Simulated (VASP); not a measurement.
Input of a VASP 6.6.1 run:

File INCAR:

```
SYSTEM = Fe
  PREC = Accurate
  ENCUT = 520
  EDIFF = 1E-7
  ISMEAR = -1
  SIGMA = 0.05
  LREAL = .False.
  LASPH = .True.
  NELM = 150
  ALGO = Normal
  ISIF = 2
  LWAVE = .False.
  LCHARG = .False.
  ISPIN = 2
  MAGMOM = 3
  LORBIT = 11
  LMAXMIX = 4
  GGA = CA
  NBANDS = 14
```

KPOINTS

```
Automatic mesh
0
Gamma
  13 13 13
  0 0 0
```

POSCAR

```
Fe
1.0
    0.0000000000      1.9417396906      1.9651051623
    1.4984397099      0.0000000000      1.9651051623
    1.4984397099      1.9417396906      0.0000000000
Fe
1
Direct
    0.0000000000      0.0000000000      0.0000000000
```

Potentials or basis: VASP PAW LDA potentials, release 64 (Fe).

Launch:

```bash
$ cat potpaw_LDA.64/Fe/POTCAR > POTCAR
$ mpirun -np 1 vasp_std > vasp.out
```

Problem. Estimate the site moments.

Solution. Fe +2.08 μB.

Problem. What does it give for the net moment?

Solution. 2.11 μB per cell.

Problem. What does it give for the pressure?

Solution. -19.4 GPa.

Stress tensor (GPa, compression positive):
```
-25.23   0.00   0.00
  0.00 -15.78   0.00
  0.00   0.00 -17.34
```
